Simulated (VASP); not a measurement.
Input of a VASP 6.6.1 run:

POSCAR

```
W
1.0
    0.0000000000      2.0567135898      2.0567135898
    2.0567135898      0.0000000000      2.0567135898
    2.0567135898      2.0567135898      0.0000000000
W
1
Direct
    0.0000000000      0.0000000000      0.0000000000
```

The input INCAR.step1:

```
SYSTEM = W
ALGO     = Normal         ! electronic algorithm
EDIFF    = 1E-4           ! SCF threshold, eV
ENCUT    = 520            ! plane-wave cutoff, eV
GGA      = PE             ! functional
ISMEAR   = -1             ! smearing method
LASPH    = .TRUE.         ! aspherical terms in the spheres
LCHARG   = .FALSE.        ! write CHGCAR
LREAL    = .FALSE.        ! projectors in reciprocal space
LWAVE    = .TRUE.         ! write WAVECAR
NBANDS   = 13             ! bands
NELM     = 60             ! most SCF steps
PREC     = Accurate       ! precision mode
SIGMA    = 0.05           ! smearing width, eV
```

Contents of INCAR.step2:

```
SYSTEM = W
ALGO     = Normal         ! electronic algorithm
EDIFF    = 1E-6           ! SCF threshold, eV
ENCUT    = 520            ! plane-wave cutoff, eV
ISIF     = 2              ! what is computed and relaxed
ISMEAR   = -1             ! smearing method
ISTART   = 1            
LASPH    = .TRUE.         ! aspherical terms in the spheres
LCHARG   = .FALSE.        ! write CHGCAR
LMIXTAU  = .TRUE.       
LREAL    = .FALSE.        ! projectors in reciprocal space
LWAVE    = .FALSE.        ! write WAVECAR
METAGGA  = R2SCAN         ! meta-GGA
NBANDS   = 13             ! bands
NELM     = 60             ! most SCF steps
PREC     = Accurate       ! precision mode
SIGMA    = 0.05           ! smearing width, eV
```

KPOINTS

```
k-points
0
G
  11 11 11
  0 0 0
```

Potentials or basis: VASP PAW PBE potentials, release 64 (W_sv).

Run with:

```sh
$ cat potpaw_PBE.64/W_sv/POTCAR > POTCAR
$ cp INCAR.step1 INCAR
$ mpirun -np 1 vasp_std > vasp.out
$ cp INCAR.step2 INCAR
$ mpirun -np 1 vasp_std > vasp.out
```

**Question.** What does it give for the pressure?

**Answer.** -17.9 GPa.

**Question.** Predict the band gap on the k mesh.

**Answer.** Zero (band 7 reaches 11.89 eV, above the bottom of band 8 at 9.04 eV).

Caveat: the PAW data sets were made with another functional, which shifts forces and pressure a little; spin-orbit coupling is left out, which moves the levels of the heavy elements.
